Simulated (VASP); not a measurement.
Input of a VASP 6.6.1 run:

Contents of POSCAR:

```
LiH
1.0
    0.0000000000      2.0367500000      2.0367500000
    2.0367500000      0.0000000000      2.0367500000
    2.0367500000      2.0367500000      0.0000000000
Li H
1 1
Direct
    0.0000000000      0.0000000000      0.0000000000
    0.5000000000      0.5000000000      0.5000000000
```

File INCAR.step1:

```
SYSTEM = LiH
PREC = Accurate
ENCUT = 520
EDIFF = 1E-5
ISMEAR = -1
SIGMA = 0.05
LREAL = .False.
LASPH = .True.
NELM = 100
ALGO = Normal
ISIF = 2
LWAVE = .True.
NBANDS = 9
GGA = PE
```

Contents of INCAR.step2:

```
SYSTEM = LiH
PREC = Accurate
ENCUT = 520
EDIFF = 1E-6
ISMEAR = -1
SIGMA = 0.05
LREAL = .False.
LASPH = .True.
NELM = 100
ALGO = Normal
ISIF = 2
LWAVE = .False.
LCHARG = .True.
GGA = PE
LHFCALC = .True.
AEXX = 0.35
PRECFOCK = Normal
LELF = .True.
LVHAR = .True.
NBANDS = 9
ISTART = 1
```

File KPOINTS:

```
Automatic mesh
0
Gamma
  6 6 6
  0 0 0
```

Potentials or basis: VASP PAW PBE potentials, release 64 (Li_sv, H).

Launch:

```sh
$ cat potpaw_PBE.64/Li_sv/POTCAR potpaw_PBE.64/H/POTCAR > POTCAR
$ cp INCAR.step1 INCAR
$ mpirun -np 1 vasp_std > vasp.out
$ cp INCAR.step2 INCAR
$ mpirun -np 1 vasp_std > vasp.out
```

Predict the band gap on the k mesh.

5.43 eV, direct.

Caveat: the k points lie up to 0.45 Å⁻¹ apart. A k mesh can miss the band edges.
